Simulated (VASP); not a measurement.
Wanted: the native input for a VASP 6.6.1 run.

```
Task                   : single point
Functional             : PBEsol
Potentials or basis    : VASP PAW PBE potentials, release 64 (Sb)
Cutoff                 : 520 eV
k mesh                 : 12 × 12 × 12
Occupations            : fermi-dirac, width 0.136057 eV
Spin                   : no spin polarisation
Dipole correction      : no
Further INCAR settings : ALGO = Normal; EDIFF = 1e-06; NBANDS = 8
```

The structure of Sb lies in POSCAR:

```
Sb
1.0
    0.0000000000      2.3613903040      2.3613903040
    2.3613903040      0.0000000000      2.3613903040
    2.3613903040      2.3613903040      0.0000000000
Sb
1
Direct
    0.0000000000      0.0000000000      0.0000000000
```

The input as run:

INCAR

```
SYSTEM = Sb
PREC = Accurate
ENCUT = 520
EDIFF = 1E-6
ISMEAR = -1
SIGMA = 0.13605693000000002
LREAL = .FALSE.
LASPH = .TRUE.
NELM = 80
ALGO = Normal
ISIF = 2
LWAVE = .FALSE.
LCHARG = .FALSE.
GGA = PS
NBANDS = 8
```

KPOINTS

```
regular mesh
0
G
  12 12 12
  0 0 0
```

Potentials or basis: VASP PAW PBE potentials, release 64 (Sb).

Launch:

```console
$ cat potpaw_PBE.64/Sb/POTCAR > POTCAR
$ mpirun -np 1 vasp_std > vasp.out
```

It gave:

```
Pressure : -0.2 GPa
```

Caveat: the PAW data sets were made with another functional, which shifts forces and pressure a little.

It took 15 s on 1 thread of Intel Xeon 8259CL, on a shared host, peak memory 0.16 GiB.
